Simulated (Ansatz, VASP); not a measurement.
# One calculation of InSb, two programs

File INCAR:

```
ALGO = Normal ; EDIFF = 1E-6
ENCUT = 520 ; GGA = PS
ISIF = 2 ; ISMEAR = 0
LASPH = T ; LCHARG = F
LREAL = F ; LWAVE = F
NBANDS = 16 ; NELM = 60
PREC = Accurate ; SIGMA = 0.1
```

File KPOINTS:

```
k-points
0
Gamma
  12 12 12
```

File POSCAR:

```
InSb
1.0
    0.0000000000      3.1239377641      3.1239377641
    3.1239377641      0.0000000000      3.1239377641
    3.1239377641      3.1239377641      0.0000000000
In Sb
1 1
Direct
    0.0000000000      0.0000000000      0.0000000000
    0.2500000000      0.2500000000      0.2500000000
```

Input for Ansatz:

```yaml
crystal:
  lattice:
    - [0.0, 3.1239377641, 3.1239377641]
    - [3.1239377641, 0.0, 3.1239377641]
    - [3.1239377641, 3.1239377641, 0.0]
  atoms:
    - { symbol: In, position: [0.0, 0.0, 0.0] }
    - { symbol: Sb, position: [0.25, 0.25, 0.25] }
basis:
  ecutwfc: 420
kpoints:
  mp_grid: { grid: [12, 12, 12] }
hamiltonian:
  xc: pbesol
scf:
  occupations: { method: gaussian, width: 0.1 }
output:
  forces: true
  stress: true
  eigenvalues: true
```

Alike in both runs: task single point; functional PBEsol; k mesh 12 × 12 × 12; occupations gaussian, width 0.1 eV; no spin polarisation.

|  | VASP | Ansatz |
| --- | --- | --- |
| version | VASP 6.6.1 | Ansatz 0.2.0 |
| potentials or method | VASP PAW PBE potentials, release 64 (In_d, Sb), cutoff 520 eV | scalar-relativistic, plane waves, PAW |
| valence electrons in the cell | 18 | 28 |

```csv
,VASP,Ansatz,Ansatz less VASP
gap on the k mesh at the Fermi level (eV),0.38,0.36,-0.014
least direct gap on the mesh (eV),0.38,0.36,-0.014
pressure (GPa),7.4,7.4,-0.03
```

VASP's potentials were made for PBE, not for PBEsol. The functional is the same, so the differences come from potentials, cutoffs and numerics. VASP's potentials hold 18 valence electrons a cell and Ansatz's 28, so a difference there can come from the potentials and not from the codes.

Neither program's run includes spin-orbit coupling.
